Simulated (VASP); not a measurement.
# BN (Pm-3m) in VASP: settings compared

BN is run at these levels: PBE, PBEsol; tasks: single point.

Everything below comes from runs of VASP 6.6.1. Logs are shortened: lines on timing, memory, paths and dates and some standing lists are left out, and cuts for length are marked.

## (1) The cell of the first run

Symmetry: Pm-3m, No. 221, cubic system. The conventional cell has a = 2.315 Å, b = 2.315 Å, c = 2.315 Å, α = 90.00°, β = 90.00°, γ = 90.00°. B (site symmetry m-3m) has 8 N at 2.00 Å and 6 B at 2.31 Å within 2.7 Å. Within 2.7 Å of N (site symmetry m-3m) lie 8 B at 2.00 Å and 6 N at 2.31 Å.

## (2) Single point, PBE

Input file INCAR:

```
SYSTEM = BN
PREC = Accurate
ENCUT = 520
EDIFF = 1E-7
ISMEAR = -1
SIGMA = 0.02
LREAL = .FALSE.
LASPH = .TRUE.
NELM = 80
ALGO = Normal
ISIF = 2
LWAVE = .FALSE.
LCHARG = .FALSE.
GGA = PE
NBANDS = 11
```

Input file KPOINTS:

```
regular mesh
0
G
  8 8 8
  0 0 0
```

Input file POSCAR:

```
BN
1.0
    2.3148041895      0.0000000000      0.0000000000
    0.0000000000      2.3148041895      0.0000000000
    0.0000000000      0.0000000000      2.3148041895
B N
1 1
Direct
    0.0000000000      0.0000000000      0.0000000000
    0.5000000000      0.5000000000      0.5000000000
```

Potentials or basis: VASP PAW PBE potentials, release 64 (B, N).

Launch:

```bash
$ cat potpaw_PBE.64/B/POTCAR potpaw_PBE.64/N/POTCAR > POTCAR
$ mpirun -np 1 vasp_std > vasp.out
```

OUTCAR:

```text
SYSTEM = BN
   PREC = Accurate
   ENCUT = 520
   EDIFF = 1E-7
   ISMEAR = -1
   LREAL = .FALSE.
   LASPH = .TRUE.
   NELM = 80
   ISIF = 2
   GGA = PE

 ion  position               nearest neighbor table
   1  0.000  0.000  0.000-
   2  0.500  0.500  0.500-

  LATTYP: Found a simple cubic cell.
 ALAT       =     2.3148041895

  Lattice vectors:

 A1 = (   2.3148041895,   0.0000000000,   0.0000000000)
 A2 = (   0.0000000000,   2.3148041895,   0.0000000000)
 A3 = (   0.0000000000,   0.0000000000,   2.3148041895)

Analysis of symmetry for initial positions (statically):
=====================================================================
 Subroutine PRICEL returns:
 Original cell was already a primitive cell.

 Routine SETGRP: Setting up the symmetry group for a
 simple cubic supercell.

 Subroutine GETGRP returns: Found 48 space group operations
 (whereof 48 operations were pure point group operations)
 out of a pool of 48 trial point group operations.

The static configuration has the point symmetry O_h .

Analysis of symmetry for dynamics (positions and initial velocities):
=====================================================================
 Subroutine PRICEL returns:
 Original cell was already a primitive cell.

 Routine SETGRP: Setting up the symmetry group for a
 simple cubic supercell.

 Subroutine GETGRP returns: Found 48 space group operations
 (whereof 48 operations were pure point group operations)
 out of a pool of 48 trial point group operations.

The dynamic configuration has the point symmetry O_h .

 Subroutine INISYM returns: Found 48 space group operations
 (whereof 48 operations are pure point group operations),
 and found     1 'primitive' translations

----------------------------------------------------------------------------------------

                                     Primitive cell

  volume of cell :      12.4035

  direct lattice vectors                    reciprocal lattice vectors
     2.314804190  0.000000000  0.000000000     0.432001983  0.000000000  0.000000000
     0.000000000  2.314804190  0.000000000     0.000000000  0.432001983  0.000000000
     0.000000000  0.000000000  2.314804190     0.000000000  0.000000000  0.432001983

  length of vectors
     2.314804190  2.314804190  2.314804190     0.432001983  0.432001983  0.432001983

  position of ions in fractional coordinates (direct lattice)
     0.000000000  0.000000000  0.000000000
     0.500000000  0.500000000  0.500000000

  ion indices of the primitive-cell ions
   primitive index   ion index
                 1           1
                 2           2

----------------------------------------------------------------------------------------

 KPOINTS: regular mesh

Automatic generation of k-mesh.
 Grid dimensions read from file:
 generate k-points for:    8    8    8

 Generating k-lattice:

  Cartesian coordinates                     Fractional coordinates (reciprocal lattice)
     0.054000248  0.000000000  0.000000000     0.125000000  0.000000000  0.000000000
     0.000000000  0.054000248  0.000000000     0.000000000  0.125000000  0.000000000
     0.000000000  0.000000000  0.054000248     0.000000000  0.000000000  0.125000000

  Length of vectors
     0.054000248  0.054000248  0.054000248

  Shift w.r.t. Gamma in fractional coordinates (k-lattice)
     0.000000000  0.000000000  0.000000000

 Subroutine IBZKPT returns following result:
 ===========================================

 Found     35 irreducible k-points:

 Following reciprocal coordinates:
            Coordinates               Weight
  0.000000  0.000000  0.000000      1.000000
  0.125000  0.000000  0.000000      6.000000
  0.250000  0.000000  0.000000      6.000000
  0.375000  0.000000  0.000000      6.000000
  0.500000  0.000000  0.000000      3.000000
  0.125000  0.125000  0.000000     12.000000
[... 16 lines left out ...]
  0.375000  0.375000  0.125000     24.000000
  0.500000  0.375000  0.125000     24.000000
 [... further k-points ...]
   k-points           NKPTS =     35   k-points in BZ     NKDIM =     35   number of bands    NBANDS=     11
   number of dos      NEDOS =    301   number of ions     NIONS =      2
   total plane-waves  NPLWV =   5832
   dimension x,y,z NGX =    18 NGY =   18 NGZ =   18
   dimension x,y,z NGXF=    36 NGYF=   36 NGZF=   36
   ions per type =               1   1
   NGX,Y,Z   is equivalent  to a cutoff of  12.93, 12.93, 12.93 a.u.
   NGXF,Y,Z  is equivalent  to a cutoff of  25.85, 25.85, 25.85 a.u.
 SYSTEM =  BN
   PREC   = accura    normal or accurate (medium, high low for compatibility)
   ISTART =      0    job   : 0-new  1-cont  2-samecut
   ICHARG =      2    charge: 1-file 2-atom 10-const
   ISPIN  =      1    spin polarized calculation?
   LNONCOLLINEAR =      F non collinear calculations
   LSORBIT =      F    spin-orbit coupling
   LASPH  =      T    aspherical Exc in radial PAW
   ENCUT  =  520.0 eV  38.22 Ry    6.18 a.u.   4.30  4.30  4.30*2*pi/ulx,y,z
   NELM   =     80;   NELMIN=  2; NELMDL= -5     # of ELM steps
   EDIFF  = 0.1E-06   stopping-criterion for ELM
   LREAL  =      F    real-space projection
   EDIFFG = 0.1E-05   stopping-criterion for IOM
   NSW    =      0    number of steps for IOM
   IBRION =     -1    ionic relax: 0-MD 1-quasi-New 2-CG
   NFREE  =      0    steps in history (QN), initial steepest desc. (CG)
   ISIF   =      2    stress and relaxation
   ISYM   =      2    0-nonsym 1-usesym 2-fastsym
   POTIM  = 0.5000    time-step for ionic-motion
   TEBEG  =    0.0;   TEEND  =   0.0 temperature during run
   PSTRESS=    0.0 pullay stress
   NELECT =       8.0000    total number of electrons
   NUPDOWN=      -1.0000    fix difference up-down
   EMIN   =  10.00;   EMAX   =-10.00  energy-range for DOS
   EFERMI =   0.00;   METHOD = LEGACY
   ISMEAR =    -1;   SIGMA  =   0.02  broadening in eV -4-tet -1-fermi 0-gaus
   EFERMI_NEDOS =   21; number of points for ismear=-14 and -15
   IALGO  =     38    algorithm
   IMIX   =      4    mixing-type and parameters
     AMIX     =   0.40;   BMIX     =  1.00
     AMIX_MAG =   1.60;   BMIX_MAG =  1.00
  volume/ion in A,a.u.               =       6.20        41.85
  Fermi-wavevector in a.u.,A,eV,Ry     =   1.414460  2.672941 27.221124  2.000696
  Thomas-Fermi vector in A             =   2.536000
   LORBIT       =      0    0 simple, 1 ext, 2 COOP (PROOUT), +10 PAW based schemes
   GGA     = PE    functional components
   LHFCALC =     F    Hartree Fock is set to
   AEXX    =    0.0000 exact exchange contribution
   IVDW    =     0    specifies the selected vdW correction
   LEPSILON=     F    determine dielectric tensor
   LRPA    =     F    only Hartree local field effects (RPA)
 non-spin polarized calculation
  energy-cutoff  :      520.00
  volume of cell :       12.40
 maximum number of plane-waves:       356
 NGX is ok and might be reduce to    18
   NGX =  9   NGY =  9   NGZ =  9

 number of electron       8.0000000 magnetization

 Free energy of the ion-electron system (eV)
  ---------------------------------------------------
  ext. energy  EPLUGINS =         0.00000000
  ---------------------------------------------------
  free energy    TOTEN  =       -10.03331087 eV

  energy without entropy =      -10.03245050  energy(sigma->0) =      -10.03288068

 E-fermi :   9.2539     XC(G=0): -13.2046

 val. band max:        9.1358306128   @ k =   0.3750   0.3750   0.1250
 cond. band min:       9.2950394876   @ k =   0.3750   0.1250   0.0000
 fundamental gap:      0.1592088748
 Fermi energy:         9.2539367230

 k-point     1 :       0.0000    0.0000    0.0000
  band No.  band energies     occupation
      1     -12.0685      2.00000
      2       7.0215      2.00000
      3       7.0215      2.00000
      4       7.0215      2.00000
      5      10.7037      0.00000
      6      20.1893      0.00000
      7      20.1893      0.00000
      8      20.1893      0.00000
      9      21.2450      0.00000
     10      21.2450      0.00000
     11      44.0426      0.00000

 k-point     2 :       0.1250    0.0000    0.0000
  band No.  band energies     occupation
      1     -11.7352      2.00000
      2       4.8629      2.00000
      3       7.3019      2.00000
      4       7.3019      2.00000
      5      11.5506      0.00000
      6      19.1210      0.00000
      7      19.7082      0.00000
      8      19.7082      0.00000
      9      21.6811      0.00000
     10      24.0605      0.00000
     11      42.4237      0.00000

 k-point     3 :       0.2500    0.0000    0.0000
  band No.  band energies     occupation
      1     -10.7647      2.00000
      2       1.2719      2.00000
      3       8.0830      2.00000
      4       8.0830      2.00000
      5      12.4199      0.00000
      6      17.9679      0.00000
      7      18.4090      0.00000
      8      18.4090      0.00000
      9      22.9887      0.00000
     10      29.3817      0.00000
     11      36.9727      0.00000

 k-point     4 :       0.3750    0.0000    0.0000
  band No.  band energies     occupation
      1      -9.3213      2.00000
      2      -1.9813      2.00000
      3       9.1089      1.99858
      4       9.1089      1.99858
      5      13.0684      0.00000
      6      16.8318      0.00000
      7      16.8318      0.00000
      8      16.9170      0.00000
      9      25.1606      0.00000
     10      32.1929      0.00000
     11      35.6894      0.00000
[... 239 lines left out ...]
 k-point    22 :       0.5000    0.2500    0.1250
  band No.  band energies     occupation
      1      -6.6854      2.00000
      2      -2.0829      2.00000
      3       4.5901      2.00000
      4       8.7455      2.00000
      5      10.1909      0.00000
      6      14.3664      0.00000
      7      16.2184      0.00000
      8      18.5529      0.00000
      9      31.2064      0.00000
     10      34.4697      0.00000
     11      34.4950      0.00000

 k-point    23 :       0.3750    0.3750    0.1250
  band No.  band energies     occupation
      1      -6.2502      2.00000
      2       0.7376      2.00000
      3       0.8657      2.00000
      4       8.3474      2.00000
      5       9.1358      1.99456
      6      15.3065      0.00000
      7      16.5259      0.00000
      8      17.8405      0.00000
      9      30.9023      0.00000
     10      34.1807      0.00000
     11      35.4603      0.00000

 k-point    24 :       0.5000    0.3750    0.1250
  band No.  band energies     occupation
      1      -5.2410      2.00000
      2      -0.7926      2.00000
      3       1.5978      2.00000
      4       7.1570      2.00000
      5       9.4035      0.00113
      6      15.3658      0.00000
      7      16.2786      0.00000
      8      17.8991      0.00000
      9      30.6380      0.00000
     10      34.1581      0.00000
     11      34.4733      0.00000

 [... further k-points ...]
[... 5 lines left out ...]
  --------------------------------------------------------------------------------------
  -------------------------------------------------------------------------------------
  Total        0.1232911      0.1232911      0.1232911     -0.0000000      0.0000000     -0.0000000
  in kB       15.9257308     15.9257308     15.9257308     -0.0000000      0.0000000     -0.0000000
  external PRESSURE =      15.9257308 kB  Pullay stress =       0.0000000 kB

 VOLUME and BASIS-vectors are now :
 -----------------------------------------------------------------------------
  energy-cutoff  :      520.00
  volume of cell :       12.40
      direct lattice vectors                 reciprocal lattice vectors
     2.314804190  0.000000000  0.000000000     0.432001983  0.000000000  0.000000000
     0.000000000  2.314804190  0.000000000     0.000000000  0.432001983  0.000000000
     0.000000000  0.000000000  2.314804190     0.000000000  0.000000000  0.432001983

 POSITION                                       TOTAL-FORCE (eV/Angst)
 -----------------------------------------------------------------------------------
      0.00000      0.00000      0.00000         0.000000      0.000000      0.000000
      1.15740      1.15740      1.15740         0.000000      0.000000      0.000000
 -----------------------------------------------------------------------------------
    total drift:                                0.000000     -0.000000      0.000000

  FREE ENERGIE OF THE ION-ELECTRON SYSTEM (eV)
  ---------------------------------------------------
  free  energy   TOTEN  =       -10.0333108718 eV

  energy  without entropy=      -10.0324504978  energy(sigma->0) =      -10.03288068
```

Run time: 3.7 s. Hardware: 1 thread of Intel Xeon Platinum 8559C (Emerald Rapids), shared host; peak memory 0.11 GiB.

Results:

```yaml
Free_energy: -10.0333 eV
Pressure: 1.6 GPa
Band_gap_on_the_k_mesh: zero (band 4 reaches 9.94 eV, above the bottom of band 5 at 7.18 eV)
```

Levels at points of the mesh, in eV from the Fermi level:
```
           k point  band 1  band 2  band 3  band 4  band 5  band 6  band 7  band 8  band 9
(0.00, 0.00, 0.00)  -21.32   -2.23   -2.23   -2.23    1.45   10.94   10.94   10.94   11.99
(0.50, 0.00, 0.00)  -17.57  -12.87    0.42    0.42    4.13    6.78    6.78    7.18   18.57
(0.50, 0.50, 0.00)  -13.74   -9.61   -9.61   -3.73    1.49    8.37    8.37    8.90   19.87
(0.50, 0.50, 0.50)  -11.10   -5.03   -5.03   -5.03   -1.57   -1.57   -1.57    3.03   28.01
```

## (3) Single point, PBE

Input file INCAR:

```
SYSTEM = BN
PREC     = Accurate       ! precision mode
ENCUT    = 520            ! plane-wave cutoff, eV
EDIFF    = 1E-7           ! SCF threshold, eV
ISMEAR   = 1              ! smearing method
SIGMA    = 0.001          ! smearing width, eV
LREAL    = .False.        ! projectors in reciprocal space
LASPH    = .True.         ! aspherical terms in the spheres
NELM     = 100            ! most SCF steps
ALGO     = Normal         ! electronic algorithm
ISIF     = 2              ! what is computed and relaxed
LWAVE    = .False.        ! write WAVECAR
LCHARG   = .False.        ! write CHGCAR
GGA      = PE             ! functional
NBANDS   = 11             ! bands
```

Input file KPOINTS:

```
regular mesh
0
Gamma
  8 8 8
  0 0 0
```

POSCAR is that of step 2.

Potentials or basis: VASP PAW PBE potentials, release 64 (B, N).

Launch:

```bash
$ cat potpaw_PBE.64/B/POTCAR potpaw_PBE.64/N/POTCAR > POTCAR
$ mpirun -np 1 vasp_std > vasp.out
```

It took 4.4 s on 1 thread of Intel Xeon Platinum 8559C (Emerald Rapids), shared host; peak memory 0.11 GiB.

It converged, with:

| Property | Result |
| --- | --- |
| Free energy | -10.0326 eV |
| Pressure | 1.6 GPa |
| Band gap on the k mesh | zero (band 4 reaches 9.94 eV, above the bottom of band 5 at 7.18 eV) |

Levels at points of the mesh, in eV from the Fermi level:
```tsv
k point	band 1	band 2	band 3	band 4	band 5	band 6	band 7	band 8	band 9
(0.00, 0.00, 0.00)	-21.36	-2.27	-2.27	-2.27	1.41	10.89	10.89	10.89	11.95
(0.50, 0.00, 0.00)	-17.61	-12.91	0.38	0.38	4.08	6.74	6.74	7.14	18.53
(0.50, 0.50, 0.00)	-13.78	-9.65	-9.65	-3.77	1.45	8.32	8.32	8.86	19.83
(0.50, 0.50, 0.50)	-11.14	-5.08	-5.08	-5.08	-1.61	-1.61	-1.61	2.98	27.97
```

## (4) Single point, PBEsol

Input file INCAR:

```
SYSTEM = BN
ALGO = Normal ; EDIFF = 1E-6
ENCUT = 520 ; GGA = PS
ISIF = 2 ; ISMEAR = -1
LASPH = .True. ; LCHARG = .False.
LREAL = .False. ; LWAVE = .False.
NBANDS = 11 ; NELM = 60
PREC = Accurate ; SIGMA = 0.02
```

Input file KPOINTS:

```
k-points
0
Gamma
  8 8 8
  0 0 0
```

POSCAR is that of step 3.

Launch:

```bash
$ cat potpaw_PBE.64/B/POTCAR potpaw_PBE.64/N/POTCAR > POTCAR
$ mpirun -np 1 vasp_std > vasp.out
```

Run time: 3.3 s. Hardware: 1 thread of Intel Xeon Platinum 8559C (Emerald Rapids), shared host; peak memory 0.11 GiB.

It converged, with:

```yaml
Free_energy: -11.0315 eV
Pressure: -4.7 GPa
Band_gap_on_the_k_mesh: zero (band 4 reaches 9.92 eV, above the bottom of band 5 at 7.13 eV)
```

Levels at points of the mesh, in eV from the Fermi level:
```
           k point  band 1  band 2  band 3  band 4  band 5  band 6  band 7  band 8  band 9
(0.00, 0.00, 0.00)  -21.34   -2.24   -2.24   -2.24    1.55   10.98   10.98   10.98   11.83
(0.50, 0.00, 0.00)  -17.57  -12.92    0.42    0.42    4.18    6.79    6.79    7.22   18.46
(0.50, 0.50, 0.00)  -13.68   -9.67   -9.67   -3.73    1.51    8.39    8.39    8.94   19.76
(0.50, 0.50, 0.50)  -11.00   -5.09   -5.09   -5.09   -1.61   -1.61   -1.61    3.09   27.93
```

Caveat: the PAW data sets were made with another functional, which shifts forces and pressure a little.

## (5) The runs side by side

| level | smearing | gap on the mesh (eV) | pressure (GPa) |
| --- | --- | --- | --- |
| PBE | fermi-dirac 0.02 eV | none | 1.6 |
| PBE | methfessel-paxton 0.001 eV | none | 1.6 |
| PBEsol | fermi-dirac 0.02 eV | none | -4.7 |

Alike in all rows: task single point; potentials or basis VASP PAW PBE potentials, release 64 (B, N); no spin polarisation; cell as given; k mesh 8 × 8 × 8; cutoff (eV) 520.

Every run on the cell as given and a fine mesh finds a metal. The pressure there spans -4.7 GPa (PBEsol) to 1.6 GPa (PBE); a positive pressure means that this level wants a larger cell, a negative one a smaller.

Caveats: the PAW data sets were made with another functional, which shifts forces and pressure a little (some runs).

Total energies depend on the potentials used, so only differences within one code and one set of settings carry meaning.
